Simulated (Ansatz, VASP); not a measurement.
Two plane-wave programs on P

```
P
1.0
     2.40726    0.00000    0.05416
     0.00000    2.40726    0.00000
     0.05417    0.00000    2.40737
P
1
Direct
  0.00000 0.00000 0.00000
```

Change from the starting cell: strain +0.0450 x Voigt [0, 0, 0, 0, 1, 0], atoms carried along.

Alike in both runs: task single point; functional PBE; dispersion D3(BJ); k mesh 24 × 24 × 24; occupations gaussian, width 0.15 eV; no spin polarisation.

|  | VASP | Ansatz |
| --- | --- | --- |
| version | VASP 6.6.1 | Ansatz 0.2.0 |
| potentials or method | VASP PAW PBE potentials, release 64 (P), cutoff 520 eV | scalar-relativistic, plane waves, PAW |
| valence electrons in the cell | 5 | 5 |

```csv
,VASP,Ansatz,Ansatz less VASP
gap on the k mesh at the Fermi level (eV),none,none,-
pressure (GPa),-0.4,0.0,+0.34
"traceless stress, the component that is largest in VASP (GPa)",-3.02,-3.01,+0.010
```

A gap of «none» marks a metal or a gap that the smearing closes. Ansatz's warnings: near symmetry operations not taken.
